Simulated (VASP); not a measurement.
# Hf (P6_3/mmc) in VASP: a series of runs

Hf is run at these levels: LDA; tasks: single point.

All numbers are computed with VASP 6.6.1; they aren't measurements. Logs are shortened: lines on timing, memory, paths and dates and some standing lists are left out, and cuts for length are marked.

## 1. The cell of the first run

Symmetry: P6_3/mmc, No. 194, hexagonal system. The conventional cell has a = 3.375 Å, b = 3.375 Å, c = 4.538 Å, α = 90.00°, β = 90.00°, γ = 120.00°. Hf (site symmetry -6m2) has 12 Hf at 2.99 to 3.37 Å within 3.9 Å.

## 2. Single point, LDA

INCAR reads:

```
PREC     = Accurate       # precision mode
ENCUT    = 520            # plane-wave cutoff, eV
EDIFF    = 1E-7           # SCF threshold, eV
ISMEAR   = 0              # smearing method
SIGMA    = 0.15           # smearing width, eV
LREAL    = False          # projectors in reciprocal space
LASPH    = True           # aspherical terms in the spheres
NELM     = 60             # most SCF steps
ALGO     = Fast           # electronic algorithm
ISIF     = 2              # what is computed and relaxed
LWAVE    = False          # write WAVECAR
LCHARG   = False          # write CHGCAR
NBANDS   = 17             # bands
```

KPOINTS reads:

```
Automatic mesh
0
Gamma
  21 21 10
```

POSCAR reads:

```
Hf
1.0
    3.3746497546      0.0000000000      0.0000000000
   -1.6873248773      2.9225324164      0.0000000000
    0.0000000000      0.0000000000      4.5384504950
Hf
2
Direct
    0.3333333333      0.6666666667      0.2500000000
    0.6666666667      0.3333333333      0.7500000000
```

Potentials or basis: VASP PAW LDA potentials, release 64 (Hf_pv).

The run is started by

```bash
cat potpaw_LDA.64/Hf_pv/POTCAR > POTCAR
mpirun -np 1 vasp_std > vasp.out
```

OUTCAR:

```text
PREC = Accurate
   ENCUT = 520
   EDIFF = 1E-7
   ISMEAR = 0
   LREAL = False
   LASPH = True
   NELM = 60
   ISIF = 2

 ion  position               nearest neighbor table
   1  0.333  0.667  0.250-   2 2.99   2 2.99   2 2.99   2 2.99   2 2.99   2 2.99
   2  0.667  0.333  0.750-   1 2.99   1 2.99   1 2.99   1 2.99   1 2.99   1 2.99

  LATTYP: Found a hexagonal cell.
 ALAT       =     3.3746497546
 C/A-ratio  =     1.3448656379

  Lattice vectors:

 A1 = (   3.3746497546,   0.0000000000,   0.0000000000)
 A2 = (  -1.6873248773,   2.9225324164,   0.0000000000)
 A3 = (   0.0000000000,   0.0000000000,   4.5384504950)

Analysis of symmetry for initial positions (statically):
=====================================================================
 Subroutine PRICEL returns:
 Original cell was already a primitive cell.

 Routine SETGRP: Setting up the symmetry group for a
 hexagonal supercell.

 Subroutine GETGRP returns: Found 24 space group operations
 (whereof 12 operations were pure point group operations)
 out of a pool of 24 trial point group operations.

The static configuration has the point symmetry D_3d.
 The point group associated with its full space group is D_6h.

Analysis of symmetry for dynamics (positions and initial velocities):
=====================================================================
 Subroutine PRICEL returns:
 Original cell was already a primitive cell.

 Routine SETGRP: Setting up the symmetry group for a
 hexagonal supercell.

 Subroutine GETGRP returns: Found 24 space group operations
 (whereof 12 operations were pure point group operations)
 out of a pool of 24 trial point group operations.

The dynamic configuration has the point symmetry D_3d.
 The point group associated with its full space group is D_6h.

 Subroutine INISYM returns: Found 24 space group operations
 (whereof 12 operations are pure point group operations),
 and found     1 'primitive' translations

----------------------------------------------------------------------------------------

                                     Primitive cell

  volume of cell :      44.7606

  direct lattice vectors                    reciprocal lattice vectors
     3.374649755  0.000000000  0.000000000     0.296327048  0.171084501  0.000000000
    -1.687324877  2.922532416  0.000000000     0.000000000  0.342169002  0.000000000
     0.000000000  0.000000000  4.538450495     0.000000000  0.000000000  0.220339519

  length of vectors
     3.374649755  3.374649755  4.538450495     0.342169002  0.342169002  0.220339519

  position of ions in fractional coordinates (direct lattice)
     0.333333333  0.666666667  0.250000000
     0.666666667  0.333333333  0.750000000

  ion indices of the primitive-cell ions
   primitive index   ion index
                 1           1
                 2           2

----------------------------------------------------------------------------------------

 KPOINTS: Automatic mesh

Automatic generation of k-mesh.
 Grid dimensions read from file:
 generate k-points for:   21   21   10

 Generating k-lattice:

  Cartesian coordinates                     Fractional coordinates (reciprocal lattice)
     0.014110812  0.008146881  0.000000000     0.047619048  0.000000000  0.000000000
     0.000000000  0.016293762  0.000000000     0.000000000  0.047619048  0.000000000
     0.000000000  0.000000000  0.022033952     0.000000000  0.000000000  0.100000000

  Length of vectors
     0.016293762  0.016293762  0.022033952

  Shift w.r.t. Gamma in fractional coordinates (k-lattice)
     0.000000000  0.000000000  0.000000000

 Subroutine IBZKPT returns following result:
 ===========================================

 Found    288 irreducible k-points:

 Following reciprocal coordinates:
            Coordinates               Weight
  0.000000  0.000000  0.000000      1.000000
  0.047619 -0.000000  0.000000      6.000000
  0.095238 -0.000000  0.000000      6.000000
  0.142857  0.000000  0.000000      6.000000
  0.190476 -0.000000  0.000000      6.000000
  0.238095  0.000000  0.000000      6.000000
[... 16 lines left out ...]
  0.142857  0.095238  0.000000     12.000000
  0.190476  0.095238  0.000000     12.000000
 [... further k-points ...]
   k-points           NKPTS =    288   k-points in BZ     NKDIM =    288   number of bands    NBANDS=     17
   number of dos      NEDOS =    301   number of ions     NIONS =      2
   total plane-waves  NPLWV =  28224
   dimension x,y,z NGX =    28 NGY =   28 NGZ =   36
   dimension x,y,z NGXF=    56 NGYF=   56 NGZF=   72
   ions per type =               2
   NGX,Y,Z   is equivalent  to a cutoff of  13.79, 13.79, 13.19 a.u.
   NGXF,Y,Z  is equivalent  to a cutoff of  27.59, 27.59, 26.37 a.u.
 SYSTEM =  unknown system
   PREC   = accura    normal or accurate (medium, high low for compatibility)
   ISTART =      0    job   : 0-new  1-cont  2-samecut
   ICHARG =      2    charge: 1-file 2-atom 10-const
   ISPIN  =      1    spin polarized calculation?
   LNONCOLLINEAR =      F non collinear calculations
   LSORBIT =      F    spin-orbit coupling
   LASPH  =      T    aspherical Exc in radial PAW
   ENCUT  =  520.0 eV  38.22 Ry    6.18 a.u.   6.27  6.27  8.44*2*pi/ulx,y,z
   NELM   =     60;   NELMIN=  2; NELMDL= -5     # of ELM steps
   EDIFF  = 0.1E-06   stopping-criterion for ELM
   LREAL  =      F    real-space projection
   EDIFFG = 0.1E-05   stopping-criterion for IOM
   NSW    =      0    number of steps for IOM
   IBRION =     -1    ionic relax: 0-MD 1-quasi-New 2-CG
   NFREE  =      0    steps in history (QN), initial steepest desc. (CG)
   ISIF   =      2    stress and relaxation
   ISYM   =      2    0-nonsym 1-usesym 2-fastsym
   POTIM  = 0.5000    time-step for ionic-motion
   TEBEG  =    0.0;   TEEND  =   0.0 temperature during run
   PSTRESS=    0.0 pullay stress
   NELECT =      20.0000    total number of electrons
   NUPDOWN=      -1.0000    fix difference up-down
   EMIN   =  10.00;   EMAX   =-10.00  energy-range for DOS
   EFERMI =   0.00;   METHOD = LEGACY
   ISMEAR =     0;   SIGMA  =   0.15  broadening in eV -4-tet -1-fermi 0-gaus
   EFERMI_NEDOS =   21; number of points for ismear=-14 and -15
   IALGO  =     68    algorithm
   IMIX   =      4    mixing-type and parameters
     AMIX     =   0.40;   BMIX     =  1.00
     AMIX_MAG =   1.60;   BMIX_MAG =  1.00
  volume/ion in A,a.u.               =      22.38       151.03
  Fermi-wavevector in a.u.,A,eV,Ry     =   1.251564  2.365112 21.312324  1.566412
  Thomas-Fermi vector in A             =   2.385505
   LORBIT       =      0    0 simple, 1 ext, 2 COOP (PROOUT), +10 PAW based schemes
   GGA     = CA    functional components
   LHFCALC =     F    Hartree Fock is set to
   AEXX    =    0.0000 exact exchange contribution
   IVDW    =     0    specifies the selected vdW correction
   LEPSILON=     F    determine dielectric tensor
   LRPA    =     F    only Hartree local field effects (RPA)
 non-spin polarized calculation
 RMM-DIIS sequential band-by-band and
 Gauss-broadening in eV      SIGMA  =   0.15
  energy-cutoff  :      520.00
  volume of cell :       44.76
 maximum number of plane-waves:      1223
 NGX is ok and might be reduce to    28

 number of electron      19.9999998 magnetization

 Free energy of the ion-electron system (eV)
  ---------------------------------------------------
  ext. energy  EPLUGINS =         0.00000000
  ---------------------------------------------------
  free energy    TOTEN  =       -21.07770245 eV

  energy without entropy =      -21.05865984  energy(sigma->0) =      -21.06818115

 E-fermi :   4.7204     XC(G=0): -11.4522

 val. band max:        4.7174479504   @ k =   0.2857   0.2857   0.3000
 cond. band min:       4.7306418035   @ k =   0.2857   0.2381   0.3000
 fundamental gap:      0.0131938532
 Fermi energy:         4.7204093962

 k-point     1 :       0.0000    0.0000    0.0000
  band No.  band energies     occupation
      1     -26.3401      2.00000
      2     -25.6156      2.00000
      3     -25.6156      2.00000
      4     -25.3377      2.00000
      5     -25.3377      2.00000
      6     -25.1952      2.00000
[... 9 lines left out ...]
     16       7.6060      0.00000
     17       9.8400      0.00000

 k-point     2 :       0.0476   -0.0000    0.0000
  band No.  band energies     occupation
      1     -26.3338      2.00000
      2     -25.6226      2.00000
      3     -25.6195      2.00000
      4     -25.3464      2.00000
      5     -25.3374      2.00000
      6     -25.2002      2.00000
[... 9 lines left out ...]
     16       7.7255      0.00000
     17       9.9091      0.00000

 k-point     3 :       0.0952   -0.0000    0.0000
  band No.  band energies     occupation
      1     -26.3151      2.00000
      2     -25.6433      2.00000
      3     -25.6307      2.00000
      4     -25.3715      2.00000
      5     -25.3368      2.00000
      6     -25.2153      2.00000
[... 9 lines left out ...]
     16       8.0119      0.00000
     17      10.0910      0.00000

 k-point     4 :       0.1429    0.0000    0.0000
  band No.  band energies     occupation
      1     -26.2847      2.00000
      2     -25.6760      2.00000
      3     -25.6477      2.00000
      4     -25.4101      2.00000
      5     -25.3362      2.00000
      6     -25.2400      2.00000
[... 9 lines left out ...]
     16       8.3639      0.00000
     17      10.3531      0.00000
[... 343 lines left out ...]
      1     -26.2668      2.00000
      2     -25.6857      2.00000
      3     -25.6676      2.00000
      4     -25.4257      2.00000
      5     -25.3404      2.00000
      6     -25.2546      2.00000
[... 9 lines left out ...]
     16       8.5313      0.00000
     17      10.4807      0.00000

 k-point    23 :       0.1429    0.0952    0.0000
  band No.  band energies     occupation
      1     -26.2264      2.00000
      2     -25.7198      2.00000
      3     -25.6960      2.00000
      4     -25.4650      2.00000
      5     -25.3443      2.00000
      6     -25.2881      2.00000
[... 9 lines left out ...]
     16       8.8570      0.00000
     17      10.7474      0.00000

 k-point    24 :       0.1905    0.0952    0.0000
  band No.  band energies     occupation
      1     -26.1770      2.00000
      2     -25.7645      2.00000
      3     -25.7213      2.00000
      4     -25.5089      2.00000
      5     -25.3486      2.00000
      6     -25.3295      2.00000
[... 9 lines left out ...]
     16       9.1916      0.00000
     17      11.0216      0.00000

 [... further k-points ...]

------------------------ aborting loop because EDIFF is reached ----------------------------------------

  FORCE on cell =-STRESS in cart. coord.  units (eV):
  Direction    XX          YY          ZZ          XY          YZ          ZX
  --------------------------------------------------------------------------------------
  -------------------------------------------------------------------------------------
  Total       -3.0594572     -3.0594572      1.0115957     -0.0000000      0.0000000     -0.0000000
  in kB     -109.5113968   -109.5113968     36.2094474     -0.0000000      0.0000000     -0.0000000
  external PRESSURE =     -60.9377821 kB  Pullay stress =       0.0000000 kB

 VOLUME and BASIS-vectors are now :
 -----------------------------------------------------------------------------
  energy-cutoff  :      520.00
  volume of cell :       44.76
      direct lattice vectors                 reciprocal lattice vectors
     3.374649755  0.000000000  0.000000000     0.296327048  0.171084501  0.000000000
    -1.687324877  2.922532416  0.000000000     0.000000000  0.342169002  0.000000000
     0.000000000  0.000000000  4.538450495     0.000000000  0.000000000  0.220339519

 POSITION                                       TOTAL-FORCE (eV/Angst)
 -----------------------------------------------------------------------------------
     -0.00000      1.94835      1.13461         0.000000     -0.000000      0.000000
      1.68732      0.97418      3.40384        -0.000000      0.000000      0.000000
 -----------------------------------------------------------------------------------
    total drift:                               -0.000000      0.000000     -0.000000

  FREE ENERGIE OF THE ION-ELECTRON SYSTEM (eV)
  ---------------------------------------------------
  free  energy   TOTEN  =       -21.0777024487 eV

  energy  without entropy=      -21.0586598446  energy(sigma->0) =      -21.06818115
```

It took 3.4 min on 1 thread of Intel Xeon 6975P-C, shared host; peak memory 0.29 GiB.

Results:

- Free energy: -21.0777 eV
- Pressure: -6.1 GPa
- Band gap on the k mesh: zero (band 10 reaches 5.69 eV, above the bottom of band 11 at 4.35 eV)

Caveat: spin-orbit coupling is left out, which moves the levels of the heavy elements.

## 3. Single point, LDA

This run uses another cell than the first one, of the same volume but with other edges.

INCAR reads:

```
  PREC = Accurate
  ENCUT = 520
  EDIFF = 1E-6
  ISMEAR = 0
  SIGMA = 0.15
  LREAL = F
  LASPH = T
  NELM = 100
  ALGO = Fast
  ISIF = 2
  LWAVE = F
  LCHARG = F
  GGA = CA
  NBANDS = 17
```

KPOINTS reads:

```
regular mesh
0
Gamma
  21 21 10
```

POSCAR reads:

```
Hf
1.0
    3.0082084847      0.0000000000      0.0000000000
   -1.5041042424      2.6051849677      0.0000000000
    0.0000000000      0.0000000000      5.7114864322
Hf
2
Direct
    0.3333333333      0.6666666667      0.2500000000
    0.6666666667      0.3333333333      0.7500000000
```

Potentials or basis: VASP PAW LDA potentials, release 64 (Hf_pv).

The run is started by

```bash
cat potpaw_LDA.64/Hf_pv/POTCAR > POTCAR
mpirun -np 1 vasp_std > vasp.out
```

Wall time 2.4 min (1 thread of Intel Xeon 6975P-C, shared host); peak memory 0.29 GiB.

It converged, with:

```
Free energy            : -21.0583 eV
Pressure               : -7.4 GPa
Band gap on the k mesh : zero (band 10 reaches 4.73 eV, above the bottom of band 11 at 4.35 eV)
```

Stress tensor (GPa, compression positive):
```
 -3.48   0.00   0.00
  0.00  -3.48   0.00
  0.00   0.00 -15.13
```

Levels at points of the mesh, in eV from the Fermi level:
| k point | band 6 | band 7 | band 8 | band 9 | band 10 | band 11 | band 12 | band 13 | band 14 | band 15 |
| --- | --- | --- | --- | --- | --- | --- | --- | --- | --- | --- |
| (0.00, 0.00, 0.00) | -29.74 | -7.15 | -4.17 | -0.35 | -0.13 | 1.56 | 1.56 | 1.95 | 1.95 | 4.14 |
| (0.00, 0.00, 0.50) | -29.76 | -5.68 | -5.68 | -0.63 | -0.63 | 1.64 | 1.64 | 1.64 | 1.64 | 5.13 |

Caveat: spin-orbit coupling is left out, which moves the levels of the heavy elements.

## 4. Single point, LDA

This run uses another cell than the first one, of the same volume but with other edges.

INCAR reads:

```
SYSTEM = Hf
  PREC = Accurate
  ENCUT = 520
  EDIFF = 1E-6
  ISMEAR = 0
  SIGMA = 0.15
  LREAL = .FALSE.
  LASPH = .TRUE.
  NELM = 80
  ALGO = Fast
  ISIF = 2
  LWAVE = .FALSE.
  LCHARG = .FALSE.
  GGA = CA
  NBANDS = 17
```

KPOINTS reads:

```
regular mesh
0
G
  21 21 10
  0 0 0
```

POSCAR reads:

```
Hf
1.0
    3.2867933890      0.0000000000      0.0000000000
   -1.6433966945      2.8464465718      0.0000000000
    0.0000000000      0.0000000000      4.7843198221
Hf
2
Direct
    0.3333333333      0.6666666667      0.2500000000
    0.6666666667      0.3333333333      0.7500000000
```

The run is started by

```bash
cat potpaw_LDA.64/Hf_pv/POTCAR > POTCAR
mpirun -np 1 vasp_std > vasp.out
```

Wall time 2 min (1 thread of Intel Xeon 6975P-C, shared host); peak memory 0.28 GiB.

Results (log left out):

```
Free energy            : -21.2550 eV
Pressure               : -7.0 GPa
Band gap on the k mesh : zero (band 10 reaches 5.87 eV, above the bottom of band 11 at 4.33 eV)
```

Stress tensor (GPa, compression positive):
```
-9.94  0.00  0.00
 0.00 -9.94  0.00
 0.00  0.00 -1.10
```

Levels at points of the mesh, in eV from the Fermi level:
| k point | band 6 | band 7 | band 8 | band 9 | band 10 | band 11 | band 12 | band 13 | band 14 | band 15 |
| --- | --- | --- | --- | --- | --- | --- | --- | --- | --- | --- |
| (0.00, 0.00, 0.00) | -30.03 | -7.32 | -3.56 | 0.89 | 0.89 | 1.53 | 1.88 | 1.88 | 1.93 | 1.93 |
| (0.00, 0.00, 0.50) | -30.21 | -5.09 | -5.09 | 0.53 | 0.53 | 0.58 | 0.58 | 0.58 | 0.58 | 4.77 |

Caveat: spin-orbit coupling is left out, which moves the levels of the heavy elements.

## 5. The runs side by side

```tsv
cell	further INCAR settings	gap on the mesh (eV)	pressure (GPa)
a = 3.375, b = 3.375, c = 4.538 Å, angles 90.0, 90.0, 120.0°, 2 atoms	ALGO = Fast; EDIFF = 1e-07; NBANDS = 17	none	-6.1
a = 3.008, b = 3.008, c = 5.711 Å, angles 90.0, 90.0, 120.0°, 2 atoms	ALGO = Fast; EDIFF = 1e-06; NBANDS = 17	none	-7.4
a = 3.287, b = 3.287, c = 4.784 Å, angles 90.0, 90.0, 120.0°, 2 atoms	ALGO = Fast; EDIFF = 1e-06; NBANDS = 17	none	-7.0
```

Alike in all rows: task single point; level LDA; potentials or basis VASP PAW LDA potentials, release 64 (Hf_pv); no spin polarisation; k mesh 21 × 21 × 10; cutoff (eV) 520; smearing gaussian 0.15 eV.

Caveats: spin-orbit coupling is left out, which moves the levels of the heavy elements.

Total energies depend on the potentials used, so only differences within one code and one set of settings carry meaning.
